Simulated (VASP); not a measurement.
# CaB2 (P6/mmm) in VASP: relaxation of cell and atoms with PBE

Aim: the relaxation of cell and atoms of CaB2 with PBE.

All numbers are computed with VASP 6.6.1; they aren't measurements. Logs are shortened: lines on timing, memory, paths and dates and some standing lists are left out, and cuts for length are marked.

**1. The cell of the first run**

It takes space group P6/mmm (No. 191, hexagonal). Conventional cell: a = 3.226 Å, b = 3.226 Å, c = 4.067 Å, α = 90.00°, β = 90.00°, γ = 120.00°. Ca (site symmetry 6/mmm) has 12 B at 2.76 Å and 6 Ca at 3.23 Å within 3.6 Å. Within 2.5 Å of B (site symmetry -6m2) lie 3 B at 1.86 Å.

**2. Relaxation of cell and atoms, PBE**

INCAR

```
SYSTEM = CaB2
  PREC = Accurate
  ENCUT = 600
  EDIFF = 1E-6
  ISMEAR = 0
  SIGMA = 0.1
  LREAL = .False.
  LASPH = .True.
  NELM = 100
  ALGO = Normal
  ISIF = 3
  LWAVE = .False.
  LCHARG = .False.
  GGA = PE
  IBRION = 2
  NSW = 100
  EDIFFG = -0.01
```

KPOINTS

```
regular mesh
0
Gamma
  18 18 12
  0 0 0
```

POSCAR

```
CaB2
1.0
    3.2264302843      0.0000000000      0.0000000000
   -1.6132151421      2.7941705897      0.0000000000
    0.0000000000      0.0000000000      4.0673920000
Ca B
1 2
Direct
    0.0000000000      0.0000000000      0.0000000000
    0.3333333300      0.6666666700      0.5000000000
    0.6666666700      0.3333333300      0.5000000000
```

Potentials or basis: VASP PAW PBE potentials, release 64 (Ca_sv, B).

Command:

```bash
cat potpaw_PBE.64/Ca_sv/POTCAR potpaw_PBE.64/B/POTCAR > POTCAR
mpirun -np 1 vasp_std > vasp.out
```

OUTCAR:

```text
SYSTEM = CaB2
   PREC = Accurate
   ENCUT = 600
   EDIFF = 1E-6
   ISMEAR = 0
   LREAL = .False.
   LASPH = .True.
   NELM = 100
   ISIF = 3
   GGA = PE
   IBRION = 2
   NSW = 100
   EDIFFG = -0.01

 ion  position               nearest neighbor table
   1  0.000  0.000  0.000-
   2  0.333  0.667  0.500-   3 1.86   3 1.86   3 1.86
   3  0.667  0.333  0.500-   2 1.86   2 1.86   2 1.86

  LATTYP: Found a hexagonal cell.
 ALAT       =     3.2264302843
 C/A-ratio  =     1.2606477257

  Lattice vectors:

 A1 = (   3.2264302843,   0.0000000000,   0.0000000000)
 A2 = (  -1.6132151421,   2.7941705897,   0.0000000000)
 A3 = (   0.0000000000,   0.0000000000,   4.0673920000)

Analysis of symmetry for initial positions (statically):
=====================================================================
 Subroutine PRICEL returns:
 Original cell was already a primitive cell.

 Routine SETGRP: Setting up the symmetry group for a
 hexagonal supercell.

 Subroutine GETGRP returns: Found 24 space group operations
 (whereof 24 operations were pure point group operations)
 out of a pool of 24 trial point group operations.

The static configuration has the point symmetry D_6h.

Analysis of symmetry for dynamics (positions and initial velocities):
=====================================================================
 Subroutine PRICEL returns:
 Original cell was already a primitive cell.

 Routine SETGRP: Setting up the symmetry group for a
 hexagonal supercell.

 Subroutine GETGRP returns: Found 24 space group operations
 (whereof 24 operations were pure point group operations)
 out of a pool of 24 trial point group operations.

The dynamic configuration has the point symmetry D_6h.

 Subroutine INISYM returns: Found 24 space group operations
 (whereof 24 operations are pure point group operations),
 and found     1 'primitive' translations

----------------------------------------------------------------------------------------

                                     Primitive cell

  volume of cell :      36.6683

  direct lattice vectors                    reciprocal lattice vectors
     3.226430284  0.000000000  0.000000000     0.309940061  0.178943978  0.000000000
[... 154 lines left out ...]
      direct lattice vectors                 reciprocal lattice vectors
     3.226430284  0.000000000  0.000000000     0.309940061  0.178943978  0.000000000
    -1.613215142  2.794170590  0.000000000     0.000000000  0.357887956  0.000000000
     0.000000000  0.000000000  4.067392000     0.000000000  0.000000000  0.245857788

 POSITION                                       TOTAL-FORCE (eV/Angst)
 -----------------------------------------------------------------------------------
      0.00000      0.00000      0.00000         0.000000      0.000000      0.000000
     -0.00000      1.86278      2.03370        -0.000000      0.000000      0.000000
      1.61322      0.93139      2.03370         0.000000     -0.000000      0.000000
 -----------------------------------------------------------------------------------
    total drift:                               -0.000000     -0.000000     -0.000000

  FREE ENERGIE OF THE ION-ELECTRON SYSTEM (eV)
  ---------------------------------------------------
  free  energy   TOTEN  =       -15.7454664907 eV

  energy  without entropy=      -15.7401629273  energy(sigma->0) =      -15.74281471

--------------------------------------- Ionic step        2  -------------------------------------------

 number of electron      16.0000001 magnetization

 Free energy of the ion-electron system (eV)
  ---------------------------------------------------
  ext. energy  EPLUGINS =         0.00000000
  ---------------------------------------------------
  free energy    TOTEN  =       -15.74572781 eV

  energy without entropy =      -15.74029806  energy(sigma->0) =      -15.74301294

 E-fermi :   4.6556     XC(G=0): -10.8184

 val. band max:        4.6438783572   @ k =   0.1111   0.0556   0.3333
 cond. band min:       4.6579098128   @ k =   0.1111   0.0556   0.4167
 fundamental gap:      0.0140314556
 Fermi energy:         4.6556132129

 k-point     1 :       0.0000    0.0000    0.0000
  band No.  band energies     occupation
      1     -35.0729      2.00000
      2     -16.0705      2.00000
      3     -15.8609      2.00000
      4     -15.8609      2.00000
      5      -5.7671      2.00000
      6       2.8439      2.00000
      7       5.0277      0.00000
      8       5.0277      0.00000
      9       5.0512      0.00000
     10      10.0549      0.00000
     11      10.0549      0.00000
     12      10.9276      0.00000
[... 331 lines left out ...]
 k-point    24 :       0.3889    0.1111    0.0000
  band No.  band energies     occupation
      1     -34.9584      2.00000
      2     -16.5856      2.00000
      3     -16.0834      2.00000
      4     -15.9082      2.00000
      5      -2.5982      2.00000
      6      -0.9929      2.00000
      7       2.6798      2.00000
      8       3.3618      2.00000
      9       6.3866      0.00000
     10       7.0935      0.00000
     11       9.9647      0.00000
     12      10.9348      0.00000

 [... further k-points ...]

------------------------ aborting loop because EDIFF is reached ----------------------------------------

  FORCE on cell =-STRESS in cart. coord.  units (eV):
  Direction    XX          YY          ZZ          XY          YZ          ZX
  --------------------------------------------------------------------------------------
  -------------------------------------------------------------------------------------
  Total        0.0094805      0.0094805      0.0271345      0.0000000      0.0000000     -0.0000000
  in kB        0.4148285      0.4148285      1.1872960      0.0000000      0.0000000     -0.0000000
  external PRESSURE =       0.6723177 kB  Pullay stress =       0.0000000 kB

 VOLUME and BASIS-vectors are now :
 -----------------------------------------------------------------------------
  energy-cutoff  :      600.00
  volume of cell :       36.62
      direct lattice vectors                 reciprocal lattice vectors
     3.221320481 -0.000000000  0.000000000     0.310431702  0.179227827  0.000000000
    -1.610660241  2.789745370 -0.000000000     0.000000000  0.358455654  0.000000000
    -0.000000000 -0.000000000  4.074502630     0.000000000  0.000000000  0.245428729

 POSITION                                       TOTAL-FORCE (eV/Angst)
 -----------------------------------------------------------------------------------
      0.00000     -0.00000      0.00000        -0.000000     -0.000000      0.000000
     -0.00000      1.85983      2.03725        -0.000000     -0.000000      0.000000
      1.61066      0.92992      2.03725         0.000000      0.000000     -0.000000
 -----------------------------------------------------------------------------------
    total drift:                               -0.000000     -0.000000     -0.000000

  FREE ENERGIE OF THE ION-ELECTRON SYSTEM (eV)
  ---------------------------------------------------
  free  energy   TOTEN  =       -15.7457278150 eV

  energy  without entropy=      -15.7402980595  energy(sigma->0) =      -15.74301294

 reached required accuracy - stopping structural energy minimisation
```

Wall time 3.1 min (1 thread of Intel Xeon 6975P-C (Granite Rapids), shared host); peak memory 0.29 GiB.

Results:

```yaml
Free_energy: -15.7457 eV
Relaxed_volume: 12.21 Å³/atom
Relaxed_cell: a = 3.221 Å, b = 3.221 Å, c = 4.075 Å, α = 90.00°, β = 90.00°, γ = 120.00°
Space_group_after_relaxing_to_0.1_Å: P6/mmm (No. 191)
Energy_gained_by_relaxing: 0.1 meV/atom
Ionic_steps: 2
Pressure_after_relaxing: 0.1 GPa
Band_gap_on_the_k_mesh: zero (bands 8 and 9 overlap by 1.67 eV)
```

Stress tensor (GPa, compression positive):
```
0.04 0.00 0.00
0.00 0.04 0.00
0.00 0.00 0.12
```

Step by step:
| step | energy change (eV) | largest force (eV/Å) | pressure (GPa) | volume (Å³) |
| --- | --- | --- | --- | --- |
| 1 | 0.0000 | 0.0000 | -0.13 | 36.67 |
| 2 | -0.0003 | 0.0000 | 0.07 | 36.62 |

Final structure:
```
Ca B
1.0
     3.22132    0.00000    0.00000
    -1.61066    2.78975    0.00000
     0.00000    0.00000    4.07450
Ca B
1 2
Direct
  0.00000 0.00000 0.00000
  0.33333 0.66667 0.50000
  0.66667 0.33333 0.50000
```
